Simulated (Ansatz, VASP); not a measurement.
# Be in VASP and in Ansatz

```
Be
1.0
     2.17116    0.00000    0.00000
    -1.08558    1.88028    0.00000
     0.00000    0.00000    3.41025
Be
2
Cartesian
  0.0000 1.2535 0.8526
  1.0856 0.6268 2.5577
```

Alike in both runs: task single point; functional PBE; k mesh 26 × 26 × 15; occupations fermi-dirac, width 0.1 eV; no spin polarisation.

```csv
,VASP,Ansatz
version,VASP 6.6.1,Ansatz 0.2.0
potentials or method,"VASP PAW PBE potentials, release 64 (Be), cutoff 520 eV","plane waves (420 eV) with PAW, scalar-relativistic"
valence electrons in the cell,4,4
```

Ansatz gave:

- pressure (GPa): 19.4
- traceless stress, the component that is largest in VASP (GPa): 2.64

Task: What did VASP give for the same quantities?

Result: Pressure (GPa): 19.7; traceless stress, the component that is largest in VASP (GPa): 2.67.
